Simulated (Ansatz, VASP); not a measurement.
# HfN: VASP beside Ansatz

Contents of INCAR:

```
SYSTEM = HfN
ALGO     = Normal         ! electronic algorithm
EDIFF    = 1E-8           ! SCF threshold, eV
ENCUT    = 520            ! plane-wave cutoff, eV
ISIF     = 2              ! what is computed and relaxed
ISMEAR   = -1             ! smearing method
LASPH    = .True.         ! aspherical terms in the spheres
LCHARG   = .False.        ! write CHGCAR
LEFG     = .True.       
LREAL    = .False.        ! projectors in reciprocal space
LWAVE    = .False.        ! write WAVECAR
NBANDS   = 14             ! bands
NELM     = 100            ! most SCF steps
PREC     = Accurate       ! precision mode
SIGMA    = 0.03           ! smearing width, eV
```

KPOINTS

```
k-points
0
Gamma
  10 10 10
  0 0 0
```

POSCAR

```
HfN
1.0
    0.0000000000      2.2284692304      2.2284692304
    2.2284692304      0.0000000000      2.2284692304
    2.2284692304      2.2284692304      0.0000000000
Hf N
1 1
Direct
    0.0000000000      0.0000000000      0.0000000000
    0.5000000000      0.5000000000      0.5000000000
```

Input for Ansatz:

```yaml
crystal:
  lattice:
    - [0.0, 2.2284692304, 2.2284692304]
    - [2.2284692304, 0.0, 2.2284692304]
    - [2.2284692304, 2.2284692304, 0.0]
  atoms:
    - { symbol: Hf, position: [0.0, 0.0, 0.0] }
    - { symbol: "N", position: [0.5, 0.5, 0.5] }
kpoints:
  mp_grid: { grid: [10, 10, 10] }
scf:
  occupations: { method: fermi_dirac, width: 0.03 }
hamiltonian:
  xc: lda
  pseudopotentials: { kind: paw }
output:
  forces: true
  stress: true
  eigenvalues: true
  efg: { contact_densities: true }
  write_density: true
  write_potential: true
  elf: true
  volumetric_format: npy
```

Change from the starting cell: volume scaled by 0.96, PAW files.

Alike in both runs: task electric field gradients; functional LDA; k mesh 10 × 10 × 10; occupations fermi-dirac, width 0.03 eV; no spin polarisation.

|  | VASP | Ansatz |
| --- | --- | --- |
| version | VASP 6.6.1 | Ansatz 0.2.0 |
| potentials or method | VASP PAW LDA potentials, release 64 (Hf_pv, N) | PAW with Ansatz's default frozen-core files, scalar-relativistic |
| plane-wave cutoff (eV) | 520 | 420 |
| valence electrons in the cell | 15 | 31 |

|  | VASP | Ansatz | Ansatz less VASP |
| --- | --- | --- | --- |
| pressure (GPa) | 1.1 | 2.3 | +1.18 |

LDA's correlation is that of Perdew and Zunger in VASP and of Perdew and Wang (1992) in Ansatz. VASP's potentials hold 15 valence electrons a cell and Ansatz's 31, so a difference there can come from the potentials and not from the codes.

Neither program's run includes spin-orbit coupling.
